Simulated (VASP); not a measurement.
Pt, 1 atom in the cell. The typed cell holds 1 atom: a = 2.792 Å, b = 2.590 Å, c = 2.801 Å, α = 105.50°, β = 118.28°, γ = 104.82°. 

```yaml
Program: VASP 6.6.1
Task: single point
Functional: r2SCAN
Potentials_or_basis: VASP PAW PBE potentials, release 64 (Pt)
Cutoff: 550 eV
k_mesh: 16 × 16 × 16
Occupations: gaussian, width 0.15 eV
Spin: no spin polarisation
Dipole_correction: no
Further_INCAR_settings: ALGO = Normal; EDIFF = 1e-06; NBANDS = 11
```

Potentials or basis: VASP PAW PBE potentials, release 64 (Pt).

The run is started by

```console
$ cat potpaw_PBE.64/Pt/POTCAR > POTCAR
$ cp INCAR.step1 INCAR
$ mpirun -np 1 vasp_std > vasp.out
$ cp INCAR.step2 INCAR
$ mpirun -np 1 vasp_std > vasp.out
```

Hardware: 1 thread of Intel(R) Xeon(R) Platinum 8488C (Sapphire Rapids) (shared host).

Q: Estimate the wall time of this run.

A: It took 7.4 min on 1 thread of Intel(R) Xeon(R) Platinum 8488C (Sapphire Rapids), on a shared host, peak memory 0.47 GiB. Counts: k points 2052.
